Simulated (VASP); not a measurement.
Input of a VASP 6.6.1 run:

Contents of INCAR:

```
PREC = Accurate ; ENCUT = 500
EDIFF = 1E-6 ; ISMEAR = 0
SIGMA = 0.02 ; LREAL = F
LASPH = T ; NELM = 120
ALGO = Normal ; ISIF = 2
LWAVE = F ; LCHARG = F
GGA = CA ; NBANDS = 17
GGA_COMPAT = F
```

KPOINTS

```
regular mesh
0
Gamma
  8 8 8
```

POSCAR

```
TePb
1.0
    0.0000000000      3.1904425253      3.1904425253
    3.1904425253      0.0000000000      3.1904425253
    3.1904425253      3.1904425253      0.0000000000
Pb Te
1 1
Direct
    0.0000000000      0.0000000000      0.0000000000
    0.5000000000      0.5000000000      0.5000000000
```

Potentials or basis: VASP PAW LDA potentials, release 64 (Pb_d, Te).

Launch:

```bash
$ cat potpaw_LDA.64/Pb_d/POTCAR potpaw_LDA.64/Te/POTCAR > POTCAR
$ mpirun -np 1 vasp_std > vasp.out
```

Problem. Estimate the band gap on the k mesh.

Solution. 0.55 eV.

Problem. Estimate the pressure.

Solution. 0.1 GPa.

Caveat: spin-orbit coupling is left out, which moves the levels of the heavy elements. A k mesh can miss the band edges.
